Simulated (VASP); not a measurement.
Runs of VASP 6.6.1 on CdO. The structure is that of space group Fm-3m (No. 225), or close to it. The cells are those of the table. 

```tsv
cell	gap on the mesh (eV)	pressure (GPa)
a = 3.334 Å, angles 60.0°, 2 atoms	(b)	0.7
a = 3.366 Å, angles 60.0°, 2 atoms	none	-3.5
a = 3.300 Å, angles 60.0°, 2 atoms	(a)	(c)
a = 3.266 Å, angles 60.0°, 2 atoms	0.18	11.5
```

Alike in all rows: task single point; level r2SCAN; potentials or basis VASP PAW PBE potentials, release 64 (Cd, O); no spin polarisation; k mesh 8 × 8 × 8; cutoff (eV) 660; smearing gaussian 0.01 eV.

Question: Fill in the values left out.

Answer: (a) 0.12; (b) 0.05; (c) 5.6.

Caveats: the PAW data sets were made with another functional, which shifts forces and pressure a little; the cell stands under pressure (at least some runs); the cell stands under tension (at least some runs); semilocal functionals underestimate gaps, so a narrow gap can read as zero (at least some runs).

A k mesh can miss the band edges, and the runs leave out spin-orbit coupling on Cd.

A gap of «none» marks levels without a gap at the run's occupations.
